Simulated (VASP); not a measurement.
Input of a VASP 6.6.1 run:

INCAR

```
SYSTEM = BeCd2S3
ALGO = Normal
EDIFF = 1E-6
ENCUT = 520
GGA = PE
ISIF = 2
ISMEAR = 0
LASPH = .TRUE.
LCHARG = .FALSE.
LREAL = .FALSE.
LWAVE = .FALSE.
NBANDS = 31
NELM = 80
PREC = Accurate
SIGMA = 0.1
```

Contents of KPOINTS:

```
k-points
0
G
  12 12 12
  0 0 0
```

POSCAR

```
BeCd2S3
1.0
    3.2752281481      1.8909538530      3.1098488429
   -3.2752281481      1.8909538530      3.1098488429
    0.0000000000     -3.7819077060      3.1098488429
Be Cd S
1 2 3
Direct
    0.5000000000      0.5000000000      0.5000000000
    0.8565162348      0.8565162348      0.8565162348
    0.1434837652      0.1434837652      0.1434837652
    0.5000000000      0.5000000000      0.0000000000
    0.0000000000      0.5000000000      0.5000000000
    0.5000000000      0.0000000000      0.5000000000
```

Potentials or basis: VASP PAW PBE potentials, release 64 (Be, Cd, S).

Command:

```sh
$ cat potpaw_PBE.64/Be/POTCAR potpaw_PBE.64/Cd/POTCAR potpaw_PBE.64/S/POTCAR > POTCAR
$ mpirun -np 1 vasp_std > vasp.out
```

Question: Estimate the pressure.

Answer: 0.3 GPa.

Question: Predict the band gap on the k mesh.

Answer: Zero (bands 22 and 23 overlap by 0.75 eV).

Question: Estimate the largest force.

Answer: 0.021 eV/Å.

Stress tensor (GPa, compression positive):
```
0.21 0.00 0.00
0.00 0.21 0.00
0.00 0.00 0.51
```

Caveat: semilocal functionals underestimate gaps, and a narrow one can read as zero.
